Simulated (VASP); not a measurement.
Here is a VASP 6.6.1 calculation.

Contents of INCAR:

```
ALGO = Normal
EDIFF = 1E-6
ENCUT = 520
GGA = PE
ISIF = 2
ISMEAR = 0
ISPIN = 2
LASPH = T
LCHARG = F
LMAXMIX = 4
LORBIT = 11
LREAL = F
LWAVE = F
MAGMOM = 0.03 1.65 -0.11 -0.11 0.02 0.02
NBANDS = 36
NELM = 150
PREC = Accurate
SIGMA = 0.1
```

Contents of KPOINTS:

```
k-points
0
Gamma
  4 4 4
```

Contents of POSCAR:

```
HfNbSe4
1.0
    2.6098540873     -4.3943430830      0.0000000000
    2.6098540873      4.3943430830      0.0000000000
    0.0000000000      0.0000000000      5.7953061533
Hf Nb Se
1 1 4
Direct
    0.0000000000      0.0000000000      0.5000000000
    0.5000000000      0.5000000000      0.0000000000
    0.1616835670      0.8383164330      0.0000000000
    0.8383164330      0.1616835670      0.0000000000
    0.0000000000      0.5000000000      0.5000000000
    0.5000000000      0.0000000000      0.5000000000
```

Potentials or basis: VASP PAW PBE potentials, release 64 (Hf_pv, Nb_sv, Se).

Launch:

```sh
$ cat potpaw_PBE.64/Hf_pv/POTCAR potpaw_PBE.64/Nb_sv/POTCAR potpaw_PBE.64/Se/POTCAR > POTCAR
$ mpirun -np 1 vasp_std > vasp.out
```

Question: Predict the site moments.

Answer: Hf +0.05; Nb +1.45; Se -0.09, +0.02 (each value once) μB.

Question: What does it give for the net moment?

Answer: 1.99 μB per cell.

Stress tensor (GPa, compression positive):
```
-0.09  0.00  0.00
 0.00 -0.20  0.00
 0.00  0.00  0.04
```
